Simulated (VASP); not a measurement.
Set up this calculation in VASP 6.6.1, as the native input.

```
Task                   : single point
Functional             : PBE
Potentials or basis    : VASP PAW PBE potentials, release 64 (Ta_pv, Mo_sv)
Cutoff                 : 520 eV
k mesh                 : 4 × 4 × 6
Occupations            : gaussian, width 0.1 eV
Spin                   : no spin polarisation
Dipole correction      : no
Further INCAR settings : ALGO = Fast; EDIFF = 1e-07; NBANDS = 34
```

The structure of TaMo3 lies in POSCAR:

```
TaMo3
1.0
    4.5193478689      0.0000000000      0.0000000000
    0.0000000000      4.5193478689      0.0000000000
    0.0000000000      0.0000000000      3.1960333608
Ta Mo
1 3
Direct
    0.5000000000      0.5000000000      0.0000000000
    0.0000000000      0.0000000000      0.0000000000
    0.5000000000      0.0000000000      0.5000000000
    0.0000000000      0.5000000000      0.5000000000
```

These files were run (other wordings do the same):

INCAR

```
SYSTEM = TaMo3
ALGO = Fast
EDIFF = 1E-7
ENCUT = 520
GGA = PE
ISIF = 2
ISMEAR = 0
LASPH = .TRUE.
LCHARG = .TRUE.
LELF = .TRUE.
LREAL = .FALSE.
LVHAR = .TRUE.
LWAVE = .FALSE.
NBANDS = 34
NELM = 100
PREC = Accurate
SIGMA = 0.1
```

KPOINTS

```
k-points
0
G
  4 4 6
  0 0 0
```

Potentials or basis: VASP PAW PBE potentials, release 64 (Ta_pv, Mo_sv).

Run with:

```console
$ cat potpaw_PBE.64/Ta_pv/POTCAR potpaw_PBE.64/Mo_sv/POTCAR > POTCAR
$ mpirun -np 1 vasp_std > vasp.out
```

It gave:

```json
{
  "Pressure": "0.2 GPa"
}
```

It took 39 s on 1 thread of Intel Xeon 6975P-C (shared host), peak memory 0.2 GiB.
